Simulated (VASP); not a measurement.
# LiF (P6_3mc) in VASP: a series of runs

LiF is run at these levels: LDA; tasks: single point.

Program: VASP 6.6.1. These are calculated values, not measurements. Logs are shortened: lines on timing, memory, paths and dates and some standing lists are left out, and cuts for length are marked.

**1. The cell of the first run**

Symmetry: P6_3mc, No. 186, hexagonal system. Conventional cell: a = 2.983 Å, b = 2.983 Å, c = 4.807 Å, α = 90.00°, β = 90.00°, γ = 120.00°. Within 2.3 Å of Li (site symmetry 3m) lie 4 F at 1.75 to 2.11 Å. Within 2.3 Å of F (site symmetry 3m) lie 4 Li at 1.75 to 2.11 Å.

**2. Single point, LDA**

File INCAR:

```
SYSTEM = LiF
ALGO     = Normal         ! electronic algorithm
EDIFF    = 1E-7           ! SCF threshold, eV
ENCUT    = 520            ! plane-wave cutoff, eV
ISIF     = 2              ! what is computed and relaxed
ISMEAR   = 0              ! smearing method
LASPH    = .True.         ! aspherical terms in the spheres
LCHARG   = .False.        ! write CHGCAR
LREAL    = .False.        ! projectors in reciprocal space
LWAVE    = .False.        ! write WAVECAR
NBANDS   = 18             ! bands
NELM     = 100            ! most SCF steps
PREC     = Accurate       ! precision mode
SIGMA    = 0.05           ! smearing width, eV
```

File KPOINTS:

```
k-points
0
Gamma
  9 9 6
  0 0 0
```

File POSCAR:

```
LiF
1.0
    2.9830981508      0.0000000000      0.0000000000
   -1.4915490754      2.5834387805      0.0000000000
    0.0000000000      0.0000000000      4.8069643601
Li F
2 2
Direct
    0.3333333333      0.6666666667      0.4307693551
    0.6666666667      0.3333333333      0.9307693551
    0.3333333333      0.6666666667      0.9910195924
    0.6666666667      0.3333333333      0.4910195924
```

Potentials or basis: VASP PAW LDA potentials, release 64 (Li_sv, F).

Started as:

```
> cat potpaw_LDA.64/Li_sv/POTCAR potpaw_LDA.64/F/POTCAR > POTCAR
> mpirun -np 1 vasp_std > vasp.out
```

OUTCAR:

```text
SYSTEM = LiF
   EDIFF = 1E-7
   ENCUT = 520
   ISIF = 2
   ISMEAR = 0
   LASPH = .True.
   LREAL = .False.
   NELM = 100
   PREC = Accurate

 ion  position               nearest neighbor table
   1  0.333  0.667  0.431-   4 1.75   4 1.75   4 1.75   3 2.11
   2  0.667  0.333  0.931-   3 1.75   3 1.75   3 1.75   4 2.11
   3  0.333  0.667  0.991-   2 1.75   2 1.75   2 1.75   1 2.11
   4  0.667  0.333  0.491-   1 1.75   1 1.75   1 1.75   2 2.11

  LATTYP: Found a hexagonal cell.
 ALAT       =     2.9830981508
 C/A-ratio  =     1.6114000000

  Lattice vectors:

 A1 = (   2.9830981508,   0.0000000000,   0.0000000000)
 A2 = (  -1.4915490754,   2.5834387805,   0.0000000000)
 A3 = (   0.0000000000,   0.0000000000,   4.8069643601)

Analysis of symmetry for initial positions (statically):
=====================================================================
 Subroutine PRICEL returns:
 Original cell was already a primitive cell.

 Routine SETGRP: Setting up the symmetry group for a
 hexagonal supercell.

 Subroutine GETGRP returns: Found 12 space group operations
 (whereof  6 operations were pure point group operations)
 out of a pool of 24 trial point group operations.

The static configuration has the point symmetry C_3v.
 The point group associated with its full space group is C_6v.

Analysis of symmetry for dynamics (positions and initial velocities):
=====================================================================
 Subroutine PRICEL returns:
 Original cell was already a primitive cell.

 Routine SETGRP: Setting up the symmetry group for a
 hexagonal supercell.

 Subroutine GETGRP returns: Found 12 space group operations
 (whereof  6 operations were pure point group operations)
 out of a pool of 24 trial point group operations.

The dynamic configuration has the point symmetry C_3v.
 The point group associated with its full space group is C_6v.

 Subroutine INISYM returns: Found 12 space group operations
 (whereof  6 operations are pure point group operations),
 and found     1 'primitive' translations

----------------------------------------------------------------------------------------

                                     Primitive cell

  volume of cell :      37.0456

  direct lattice vectors                    reciprocal lattice vectors
     2.983098151  0.000000000  0.000000000     0.335221957  0.193540487  0.000000000
    -1.491549075  2.583438780  0.000000000     0.000000000  0.387080974  0.000000000
     0.000000000  0.000000000  4.806964360     0.000000000  0.000000000  0.208031499

  length of vectors
     2.983098151  2.983098151  4.806964360     0.387080974  0.387080974  0.208031499

  position of ions in fractional coordinates (direct lattice)
     0.333333333  0.666666667  0.430769355
     0.666666667  0.333333333  0.930769355
     0.333333333  0.666666667  0.991019592
     0.666666667  0.333333333  0.491019592

  ion indices of the primitive-cell ions
   primitive index   ion index
                 1           1
                 2           2
                 3           3
                 4           4

----------------------------------------------------------------------------------------

 KPOINTS: k-points

Automatic generation of k-mesh.
 Grid dimensions read from file:
 generate k-points for:    9    9    6

 Generating k-lattice:

  Cartesian coordinates                     Fractional coordinates (reciprocal lattice)
     0.037246884  0.021504499  0.000000000     0.111111111  0.000000000  0.000000000
     0.000000000  0.043008997  0.000000000     0.000000000  0.111111111  0.000000000
     0.000000000  0.000000000  0.034671916     0.000000000  0.000000000  0.166666667

  Length of vectors
     0.043008997  0.043008997  0.034671916

  Shift w.r.t. Gamma in fractional coordinates (k-lattice)
     0.000000000  0.000000000  0.000000000

 Subroutine IBZKPT returns following result:
 ===========================================

 Found     48 irreducible k-points:

 Following reciprocal coordinates:
            Coordinates               Weight
  0.000000  0.000000  0.000000      1.000000
  0.111111  0.000000  0.000000      6.000000
  0.222222  0.000000  0.000000      6.000000
  0.333333  0.000000  0.000000      6.000000
  0.444444  0.000000  0.000000      6.000000
  0.111111  0.111111  0.000000      6.000000
[... 16 lines left out ...]
  0.333333  0.222222  0.166667     24.000000
  0.333333  0.333333  0.166667      4.000000
 [... further k-points ...]
   k-points           NKPTS =     48   k-points in BZ     NKDIM =     48   number of bands    NBANDS=     18
   number of dos      NEDOS =    301   number of ions     NIONS =      4
   total plane-waves  NPLWV =  20736
   dimension x,y,z NGX =    24 NGY =   24 NGZ =   36
   dimension x,y,z NGXF=    48 NGYF=   48 NGZF=   72
   ions per type =               2   2
   NGX,Y,Z   is equivalent  to a cutoff of  13.38, 13.38, 12.45 a.u.
   NGXF,Y,Z  is equivalent  to a cutoff of  26.75, 26.75, 24.90 a.u.
 SYSTEM =  LiF
   PREC   = accura    normal or accurate (medium, high low for compatibility)
   ISTART =      0    job   : 0-new  1-cont  2-samecut
   ICHARG =      2    charge: 1-file 2-atom 10-const
   ISPIN  =      1    spin polarized calculation?
   LNONCOLLINEAR =      F non collinear calculations
   LSORBIT =      F    spin-orbit coupling
   LASPH  =      T    aspherical Exc in radial PAW
   ENCUT  =  520.0 eV  38.22 Ry    6.18 a.u.   5.55  5.55  8.94*2*pi/ulx,y,z
   NELM   =    100;   NELMIN=  2; NELMDL= -5     # of ELM steps
   EDIFF  = 0.1E-06   stopping-criterion for ELM
   LREAL  =      F    real-space projection
   EDIFFG = 0.1E-05   stopping-criterion for IOM
   NSW    =      0    number of steps for IOM
   IBRION =     -1    ionic relax: 0-MD 1-quasi-New 2-CG
   NFREE  =      0    steps in history (QN), initial steepest desc. (CG)
   ISIF   =      2    stress and relaxation
   ISYM   =      2    0-nonsym 1-usesym 2-fastsym
   POTIM  = 0.5000    time-step for ionic-motion
   TEBEG  =    0.0;   TEEND  =   0.0 temperature during run
   PSTRESS=    0.0 pullay stress
   NELECT =      20.0000    total number of electrons
   NUPDOWN=      -1.0000    fix difference up-down
   EMIN   =  10.00;   EMAX   =-10.00  energy-range for DOS
   EFERMI =   0.00;   METHOD = LEGACY
   ISMEAR =     0;   SIGMA  =   0.05  broadening in eV -4-tet -1-fermi 0-gaus
   EFERMI_NEDOS =   21; number of points for ismear=-14 and -15
   IALGO  =     38    algorithm
   IMIX   =      4    mixing-type and parameters
     AMIX     =   0.40;   BMIX     =  1.00
     AMIX_MAG =   1.60;   BMIX_MAG =  1.00
  volume/ion in A,a.u.               =       9.26        62.50
  Fermi-wavevector in a.u.,A,eV,Ry     =   1.333028  2.519058 24.177060  1.776964
  Thomas-Fermi vector in A             =   2.461918
   LORBIT       =      0    0 simple, 1 ext, 2 COOP (PROOUT), +10 PAW based schemes
   GGA     = CA    functional components
   LHFCALC =     F    Hartree Fock is set to
   AEXX    =    0.0000 exact exchange contribution
   IVDW    =     0    specifies the selected vdW correction
   LEPSILON=     F    determine dielectric tensor
   LRPA    =     F    only Hartree local field effects (RPA)
 non-spin polarized calculation
 Gauss-broadening in eV      SIGMA  =   0.05
  energy-cutoff  :      520.00
  volume of cell :       37.05
 maximum number of plane-waves:      1032
 NGX is ok and might be reduce to    24

 number of electron      20.0000019 magnetization

 Free energy of the ion-electron system (eV)
  ---------------------------------------------------
  ext. energy  EPLUGINS =         0.00000000
  ---------------------------------------------------
  free energy    TOTEN  =       -20.63586266 eV

  energy without entropy =      -20.63586266  energy(sigma->0) =      -20.63586266

 E-fermi :  -1.9843     XC(G=0):  -9.8566

 val. band max:       -2.2736035712   @ k =   0.0000   0.0000   0.0000
 cond. band min:       5.3780246668   @ k =   0.0000   0.0000   0.0000
 fundamental gap:      7.6516282380
 Fermi energy:        -1.9842954843

 k-point     1 :       0.0000    0.0000    0.0000
  band No.  band energies     occupation
      1     -41.5586      2.00000
      2     -41.5086      2.00000
      3     -21.5601      2.00000
      4     -21.1975      2.00000
      5      -5.0655      2.00000
      6      -3.0454      2.00000
[... 10 lines left out ...]
     17      17.3924      0.00000
     18      18.0085      0.00000

 k-point     2 :       0.1111    0.0000    0.0000
  band No.  band energies     occupation
      1     -41.5516      2.00000
      2     -41.5045      2.00000
      3     -21.5500      2.00000
      4     -21.2082      2.00000
      5      -4.9614      2.00000
      6      -3.1808      2.00000
[... 10 lines left out ...]
     17      17.7355      0.00000
     18      17.8780      0.00000

 k-point     3 :       0.2222    0.0000    0.0000
  band No.  band energies     occupation
      1     -41.5333      2.00000
      2     -41.4940      2.00000
      3     -21.5206      2.00000
      4     -21.2356      2.00000
      5      -4.6782      2.00000
      6      -3.5797      2.00000
[... 10 lines left out ...]
     17      17.8971      0.00000
     18      18.4183      0.00000

 k-point     4 :       0.3333    0.0000    0.0000
  band No.  band energies     occupation
      1     -41.5114      2.00000
      2     -41.4831      2.00000
      3     -21.4771      2.00000
      4     -21.2753      2.00000
      5      -4.3965      2.00000
      6      -3.9345      2.00000
[... 375 lines left out ...]
      4     -21.3071      2.00000
      5      -4.4575      2.00000
      6      -4.1275      2.00000
[... 10 lines left out ...]
     17      16.8985      0.00000
     18      19.1579      0.00000

 k-point    23 :       0.3333    0.2222    0.1667
  band No.  band energies     occupation
      1     -41.4866      2.00000
      2     -41.4771      2.00000
      3     -21.4051      2.00000
      4     -21.3397      2.00000
      5      -4.7534      2.00000
      6      -3.9768      2.00000
[... 10 lines left out ...]
     17      16.2566      0.00000
     18      19.0740      0.00000

 k-point    24 :       0.3333    0.3333    0.1667
  band No.  band energies     occupation
      1     -41.4790      2.00000
      2     -41.4790      2.00000
      3     -21.3710      2.00000
      4     -21.3710      2.00000
      5      -4.8776      2.00000
      6      -3.9717      2.00000
[... 10 lines left out ...]
     17      15.9499      0.00000
     18      19.4359      0.00000

 [... further k-points ...]

------------------------ aborting loop because EDIFF is reached ----------------------------------------

  FORCE on cell =-STRESS in cart. coord.  units (eV):
  Direction    XX          YY          ZZ          XY          YZ          ZX
  --------------------------------------------------------------------------------------
  -------------------------------------------------------------------------------------
  Total        1.4941209      1.4941209     -1.3784128     -0.0000000      0.0000000      0.0000000
  in kB       64.6189212     64.6189212    -59.6146848     -0.0000000      0.0000000      0.0000000
  external PRESSURE =      23.2077192 kB  Pullay stress =       0.0000000 kB

 VOLUME and BASIS-vectors are now :
 -----------------------------------------------------------------------------
  energy-cutoff  :      520.00
  volume of cell :       37.05
      direct lattice vectors                 reciprocal lattice vectors
     2.983098151  0.000000000  0.000000000     0.335221957  0.193540487  0.000000000
    -1.491549075  2.583438780  0.000000000     0.000000000  0.387080974  0.000000000
     0.000000000  0.000000000  4.806964360     0.000000000  0.000000000  0.208031499

 POSITION                                       TOTAL-FORCE (eV/Angst)
 -----------------------------------------------------------------------------------
     -0.00000      1.72229      2.07069        -0.000000      0.000000     -0.392364
      1.49155      0.86115      4.47418         0.000000      0.000000     -0.392364
     -0.00000      1.72229      4.76380         0.000000      0.000000      0.392364
      1.49155      0.86115      2.36031         0.000000     -0.000000      0.392364
 -----------------------------------------------------------------------------------
    total drift:                                0.000001      0.000001      0.002850

  FREE ENERGIE OF THE ION-ELECTRON SYSTEM (eV)
  ---------------------------------------------------
  free  energy   TOTEN  =       -20.6358626568 eV

  energy  without entropy=      -20.6358626568  energy(sigma->0) =      -20.63586266
```

It took 20 s on 1 thread of Intel Xeon Platinum 8559C (Emerald Rapids), shared host; peak memory 0.14 GiB.

Results:

| Quantity | Value |
| --- | --- |
| Free energy | -20.6359 eV |
| Largest force | 0.392 eV/Å |
| Band gap on the k mesh | 7.65 eV |

Forces on the atoms (eV/Å):
```
Li   0.000  0.000 -0.392
Li   0.000  0.000 -0.392
F    0.000  0.000  0.392
F    0.000  0.000  0.392
```

Caveat: the cutoff is under 1.25 times the usual one of these potentials, so pressure, stress and relaxed cells hold a basis-set (Pulay) error.

**3. Single point, LDA**

This run uses another cell than the first one, of the same volume but with other edges.

File INCAR:

```
SYSTEM = LiF
PREC = Accurate
ENCUT = 520
EDIFF = 1E-6
ISMEAR = 0
SIGMA = 0.05
LREAL = .FALSE.
LASPH = .TRUE.
NELM = 80
ALGO = Normal
ISIF = 2
LWAVE = .FALSE.
LCHARG = .FALSE.
GGA = CA
NBANDS = 18
```

File KPOINTS:

```
Automatic mesh
0
G
  9 9 6
  0 0 0
```

File POSCAR:

```
LiF
1.0
    3.0140916337      0.0000000000      0.0000000000
   -1.5070458168      2.6102799241      0.0000000000
    0.0000000000      0.0000000000      4.7086139501
Li F
2 2
Direct
    0.3333333333      0.6666666667      0.4307693551
    0.6666666667      0.3333333333      0.9307693551
    0.3333333333      0.6666666667      0.9910195924
    0.6666666667      0.3333333333      0.4910195924
```

Potentials or basis: VASP PAW LDA potentials, release 64 (Li_sv, F).

Started as:

```
> cat potpaw_LDA.64/Li_sv/POTCAR potpaw_LDA.64/F/POTCAR > POTCAR
> mpirun -np 1 vasp_std > vasp.out
```

Run time: 23 s. Hardware: 1 thread of Intel Xeon Platinum 8559C (Emerald Rapids), shared host; peak memory 0.14 GiB.

The run converged. Its results:

| Item | Value |
| --- | --- |
| Free energy | -20.6901 eV |
| Largest force | 0.341 eV/Å |
| Band gap on the k mesh | 7.62 eV |

Forces on the atoms (eV/Å):
```
Li   0.000  0.000 -0.341
Li   0.000  0.000 -0.341
F    0.000  0.000  0.341
F    0.000  0.000  0.341
```

Levels at points of the mesh, in eV from the valence-band top:
| k point | band 8 | band 9 | band 10 | band 11 | band 12 | band 13 |
| --- | --- | --- | --- | --- | --- | --- |
| (0.00, 0.00, 0.00) | -0.52 | -0.52 | 0.00 | 7.62 | 12.06 | 15.50 |
| (0.00, 0.00, 0.50) | -0.69 | -0.69 | -0.69 | 9.52 | 9.52 | 17.46 |

Caveat: the cutoff is under 1.25 times the usual one of these potentials, so pressure, stress and relaxed cells hold a basis-set (Pulay) error. A k mesh can miss the band edges.

(Continued in part 2 of 2.)
